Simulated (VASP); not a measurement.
A run of VASP 6.6.1:

INCAR

```
PREC = Accurate ; ENCUT = 600
EDIFF = 1E-6 ; ISMEAR = 0
SIGMA = 0.02 ; LREAL = F
LASPH = T ; NELM = 100
ALGO = Normal ; ISIF = 3
LWAVE = F ; LCHARG = F
GGA = PE ; IBRION = 2
NSW = 100 ; EDIFFG = -0.01
```

File KPOINTS:

```
Automatic mesh
0
Gamma
  12 12 12
```

The input POSCAR:

```
AlO
1.0
   -1.6411684484      1.8811813758      4.1739930431
    1.6411684484     -1.8811813758      4.1739930431
    1.6411684484      1.8811813758     -4.1739930431
Al O
2 2
Direct
    0.3444243652      0.8444243652      0.5000000000
    0.6555756348      0.1555756348      0.5000000000
    0.2284682005      0.2284682005      0.0000000000
    0.7715317995      0.7715317995      0.0000000000
```

Potentials or basis: VASP PAW PBE potentials, release 64 (Al, O).

Run with:

```console
$ cat potpaw_PBE.64/Al/POTCAR potpaw_PBE.64/O/POTCAR > POTCAR
$ mpirun -np 1 vasp_std > vasp.out
```

Hardware: 1 thread of Intel(R) Xeon(R) 6975P-C (Granite Rapids), on a shared host.

Q: Estimate the wall time of this run.

A: It took 4 min on 1 thread of Intel(R) Xeon(R) 6975P-C (Granite Rapids) (shared host), peak memory 0.4 GiB. Counts: scf iterations 25, k points 280, ion steps 4.
